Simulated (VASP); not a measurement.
# Re (Fm-3m) in VASP: further runs

Aim: see how the results for Re move with the level of theory and the settings. Levels: LDA, PBE. Tasks: single point.

Program: VASP 6.6.1. These are calculated values, not measurements. Logs are shortened: lines on timing, memory, paths and dates and some standing lists are left out, and cuts for length are marked.

## Step 1: The cell of the first run

The structure is cubic, space group Fm-3m (No. 225). Conventional cell: a = 3.915 Å, b = 3.915 Å, c = 3.915 Å, α = 90.00°, β = 90.00°, γ = 90.00°. Within 3.6 Å of Re (site symmetry m-3m) lie 12 Re at 2.77 Å.

## Step 2: Single point, LDA

INCAR reads:

```
SYSTEM = Re
ALGO = Fast ; EDIFF = 1E-6
ENCUT = 520 ; GGA = CA
ISIF = 2 ; ISMEAR = 0
LASPH = .TRUE. ; LCHARG = .FALSE.
LREAL = .FALSE. ; LWAVE = .FALSE.
NBANDS = 10 ; NELM = 60
PREC = Accurate ; SIGMA = 0.1
```

KPOINTS reads:

```
k-points
0
G
  18 18 18
  0 0 0
```

POSCAR reads:

```
Re
1.0
    0.0000000000      1.9577236231      1.9577236231
    1.9577236231      0.0000000000      1.9577236231
    1.9577236231      1.9577236231      0.0000000000
Re
1
Direct
    0.0000000000      0.0000000000      0.0000000000
```

Potentials or basis: VASP PAW LDA potentials, release 64 (Re).

Command:

```bash
$ cat potpaw_LDA.64/Re/POTCAR > POTCAR
$ mpirun -np 1 vasp_std > vasp.out
```

OUTCAR:

```text
SYSTEM = Re
   EDIFF = 1E-6
   ENCUT = 520
   GGA = CA
   ISIF = 2
   ISMEAR = 0
   LASPH = .TRUE.
   LREAL = .FALSE.
   NELM = 60
   PREC = Accurate

 ion  position               nearest neighbor table
   1  0.000  0.000  0.000-

  LATTYP: Found a face centered cubic cell.
 ALAT       =     3.9154472462

  Lattice vectors:

 A1 = (   0.0000000000,   1.9577236231,   1.9577236231)
 A2 = (   1.9577236231,   0.0000000000,   1.9577236231)
 A3 = (   1.9577236231,   1.9577236231,   0.0000000000)

Analysis of symmetry for initial positions (statically):
=====================================================================
 Subroutine PRICEL returns:
 Original cell was already a primitive cell.

 Routine SETGRP: Setting up the symmetry group for a
 face centered cubic supercell.

 Subroutine GETGRP returns: Found 48 space group operations
 (whereof 48 operations were pure point group operations)
 out of a pool of 48 trial point group operations.

The static configuration has the point symmetry O_h .

Analysis of symmetry for dynamics (positions and initial velocities):
=====================================================================
 Subroutine PRICEL returns:
 Original cell was already a primitive cell.

 Routine SETGRP: Setting up the symmetry group for a
 face centered cubic supercell.

 Subroutine GETGRP returns: Found 48 space group operations
 (whereof 48 operations were pure point group operations)
 out of a pool of 48 trial point group operations.

The dynamic configuration has the point symmetry O_h .

 Subroutine INISYM returns: Found 48 space group operations
 (whereof 48 operations are pure point group operations),
 and found     1 'primitive' translations

----------------------------------------------------------------------------------------

                                     Primitive cell

  volume of cell :      15.0067

  direct lattice vectors                    reciprocal lattice vectors
     0.000000000  1.957723623  1.957723623    -0.255398665  0.255398665  0.255398665
     1.957723623  0.000000000  1.957723623     0.255398665 -0.255398665  0.255398665
     1.957723623  1.957723623  0.000000000     0.255398665  0.255398665 -0.255398665

  length of vectors
     2.768639299  2.768639299  2.768639299     0.442363464  0.442363464  0.442363464

  position of ions in fractional coordinates (direct lattice)
     0.000000000  0.000000000  0.000000000

  ion indices of the primitive-cell ions
   primitive index   ion index
[... 73 lines left out ...]
   EDIFF  = 0.1E-05   stopping-criterion for ELM
   LREAL  =      F    real-space projection
   EDIFFG = 0.1E-04   stopping-criterion for IOM
   NSW    =      0    number of steps for IOM
   IBRION =     -1    ionic relax: 0-MD 1-quasi-New 2-CG
   NFREE  =      0    steps in history (QN), initial steepest desc. (CG)
   ISIF   =      2    stress and relaxation
   ISYM   =      2    0-nonsym 1-usesym 2-fastsym
   POTIM  = 0.5000    time-step for ionic-motion
   TEBEG  =    0.0;   TEEND  =   0.0 temperature during run
   PSTRESS=    0.0 pullay stress
   NELECT =       7.0000    total number of electrons
   NUPDOWN=      -1.0000    fix difference up-down
   EMIN   =  10.00;   EMAX   =-10.00  energy-range for DOS
   EFERMI =   0.00;   METHOD = LEGACY
   ISMEAR =     0;   SIGMA  =   0.10  broadening in eV -4-tet -1-fermi 0-gaus
   EFERMI_NEDOS =   21; number of points for ismear=-14 and -15
   IALGO  =     68    algorithm
   IMIX   =      4    mixing-type and parameters
     AMIX     =   0.40;   BMIX     =  1.00
     AMIX_MAG =   1.60;   BMIX_MAG =  1.00
  volume/ion in A,a.u.               =      15.01       101.27
  Fermi-wavevector in a.u.,A,eV,Ry     =   1.269637  2.399265 21.932283  1.611977
  Thomas-Fermi vector in A             =   2.402667
   LORBIT       =      0    0 simple, 1 ext, 2 COOP (PROOUT), +10 PAW based schemes
   GGA     = CA    functional components
   LHFCALC =     F    Hartree Fock is set to
   AEXX    =    0.0000 exact exchange contribution
   IVDW    =     0    specifies the selected vdW correction
   LEPSILON=     F    determine dielectric tensor
   LRPA    =     F    only Hartree local field effects (RPA)
 non-spin polarized calculation
 RMM-DIIS sequential band-by-band and
 Gauss-broadening in eV      SIGMA  =   0.10
  energy-cutoff  :      520.00
  volume of cell :       15.01
 maximum number of plane-waves:       419
 NGX is ok and might be reduce to    24
   NGX = 11   NGY = 11   NGZ = 11

 number of electron       7.0000001 magnetization

 Free energy of the ion-electron system (eV)
  ---------------------------------------------------
  ext. energy  EPLUGINS =         0.00000000
  ---------------------------------------------------
  free energy    TOTEN  =       -13.66736800 eV

  energy without entropy =      -13.66276579  energy(sigma->0) =      -13.66506690

 E-fermi :   7.8521     XC(G=0): -13.7372

 val. band max:        7.8355691507   @ k =   0.5000   0.0556   0.0000
 cond. band min:       7.8643671739   @ k =  -0.3889   0.4444   0.0556
 fundamental gap:      0.0287980232
 Fermi energy:         7.8520846037

 k-point     1 :       0.0000    0.0000    0.0000
  band No.  band energies     occupation
      1      -2.0563      2.00000
      2       5.9805      2.00000
      3       5.9805      2.00000
      4       5.9805      2.00000
      5       9.0588      0.00000
      6       9.0588      0.00000
      7      21.8232      0.00000
      8      27.3192      0.00000
      9      27.3192      0.00000
     10      27.3192      0.00000
[... 287 lines left out ...]
 k-point    24 :      -0.2222    0.0556    0.0000
  band No.  band energies     occupation
      1       0.2129      2.00000
      2       5.0640      2.00000
      3       6.4300      2.00000
      4       6.5587      2.00000
      5       8.6524      0.00000
      6       9.6732      0.00000
      7      22.1552      0.00000
      8      25.5242      0.00000
      9      30.1784      0.00000
     10      31.4256      0.00000

 [... further k-points ...]
[... 5 lines left out ...]
  --------------------------------------------------------------------------------------
  -------------------------------------------------------------------------------------
  Total       -1.3643661     -1.3643661     -1.3643661     -0.0000000      0.0000000      0.0000000
  in kB     -145.6657191   -145.6657191   -145.6657191     -0.0000000      0.0000000      0.0000000
  external PRESSURE =    -145.6657191 kB  Pullay stress =       0.0000000 kB

 VOLUME and BASIS-vectors are now :
 -----------------------------------------------------------------------------
  energy-cutoff  :      520.00
  volume of cell :       15.01
      direct lattice vectors                 reciprocal lattice vectors
     0.000000000  1.957723623  1.957723623    -0.255398665  0.255398665  0.255398665
     1.957723623  0.000000000  1.957723623     0.255398665 -0.255398665  0.255398665
     1.957723623  1.957723623  0.000000000     0.255398665  0.255398665 -0.255398665

 POSITION                                       TOTAL-FORCE (eV/Angst)
 -----------------------------------------------------------------------------------
      0.00000      0.00000      0.00000        -0.000000     -0.000000     -0.000000
 -----------------------------------------------------------------------------------
    total drift:                               -0.000000      0.000000     -0.000000

  FREE ENERGIE OF THE ION-ELECTRON SYSTEM (eV)
  ---------------------------------------------------
  free  energy   TOTEN  =       -13.6673680022 eV

  energy  without entropy=      -13.6627657921  energy(sigma->0) =      -13.66506690
```

OSZICAR:

```text
N       E                     dE             d eps       ncg     rms          rms(c)
DAV:   1     0.105075479861E+02    0.10508E+02   -0.33187E+03  5218   0.632E+02
DAV:   2    -0.134279641058E+02   -0.23936E+02   -0.21055E+02  5236   0.137E+02
DAV:   3    -0.144297307415E+02   -0.10018E+01   -0.94339E+00  6258   0.416E+01
DAV:   4    -0.144333580500E+02   -0.36273E-02   -0.36191E-02  6078   0.139E+00
DAV:   5    -0.144333672436E+02   -0.91937E-05   -0.91923E-05  5376   0.413E-02    0.291E+01
RMM:   6    -0.138518744568E+02    0.58149E+00   -0.22747E-01  5680   0.684E+00    0.117E+01
RMM:   7    -0.136723800550E+02    0.17949E+00   -0.33160E-01  5909   0.558E+00    0.525E-01
RMM:   8    -0.136685309929E+02    0.38491E-02   -0.49091E-03  5938   0.710E-01    0.142E-01
RMM:   9    -0.136673666505E+02    0.11643E-02   -0.58175E-04  5576   0.211E-01    0.489E-02
RMM:  10    -0.136673687242E+02   -0.20737E-05   -0.58215E-05  5934   0.566E-02    0.179E-02
RMM:  11    -0.136673680022E+02    0.72205E-06   -0.52698E-06  5252   0.205E-02
   1 F= -.13667368E+02 E0= -.13665067E+02  d E =-.460221E-02
```

stdout:

```text
POSCAR found type information on POSCAR Re
 POSCAR found :  1 types and       1 ions
 scaLAPACK will be used
 LDA part: xc-table for (Slater(with rela. corr.)+CA(PZ))
 , standard interpolation
 POSCAR, INCAR and KPOINTS ok, starting setup
 FFT: planning ... GRIDC
 FFT: planning ... GRID_SOFT
 FFT: planning ... GRID
 WAVECAR not read
 entering main loop
```

Wall time 11 s (1 thread of Intel Xeon 6975P-C (Granite Rapids), shared host); peak memory 0.15 GiB.

Results:

```
Free energy : -13.6674 eV
Pressure    : -14.6 GPa
```

Caveat: spin-orbit coupling is left out, which moves the levels of the heavy elements.

## Step 3: Single point, PBE (volume scaled by 0.88)

INCAR reads:

```
PREC = Accurate
ENCUT = 520
EDIFF = 1E-6
ISMEAR = 0
SIGMA = 0.1
LREAL = False
LASPH = True
NELM = 80
ALGO = Normal
ISIF = 2
LWAVE = False
LCHARG = False
GGA = PE
NBANDS = 10
```

KPOINTS reads:

```
Automatic mesh
0
Gamma
  18 18 18
```

POSCAR reads:

```
Re
1.0
    0.0000000000      1.8760551686      1.8760551686
    1.8760551686      0.0000000000      1.8760551686
    1.8760551686      1.8760551686      0.0000000000
Re
1
Direct
    0.0000000000      0.0000000000      0.0000000000
```

Potentials or basis: VASP PAW PBE potentials, release 64 (Re).

Command:

```bash
$ cat potpaw_PBE.64/Re/POTCAR > POTCAR
$ mpirun -np 1 vasp_std > vasp.out
```

It took 20 s on 1 thread of Intel Xeon Platinum 8559C (Emerald Rapids), shared host; peak memory 0.15 GiB.

It converged, with:

- Free energy: -12.0555 eV
- Pressure: 61.9 GPa

Levels at points of the mesh, in eV from the Fermi level:
| k point | band 1 | band 2 | band 3 | band 4 | band 5 | band 6 | band 7 | band 8 |
| --- | --- | --- | --- | --- | --- | --- | --- | --- |
| (0.00, 0.00, 0.00) | -10.92 | -2.27 | -2.27 | -2.27 | 1.48 | 1.48 | 13.95 | 20.26 |
| (0.50, 0.00, 0.00) | -7.75 | -2.53 | -2.53 | 0.45 | 4.50 | 4.50 | 11.68 | 13.48 |
| (0.50, 0.50, 0.00) | -7.90 | -6.95 | 3.37 | 4.46 | 5.40 | 5.40 | 13.22 | 13.22 |

Caveat: spin-orbit coupling is left out, which moves the levels of the heavy elements.
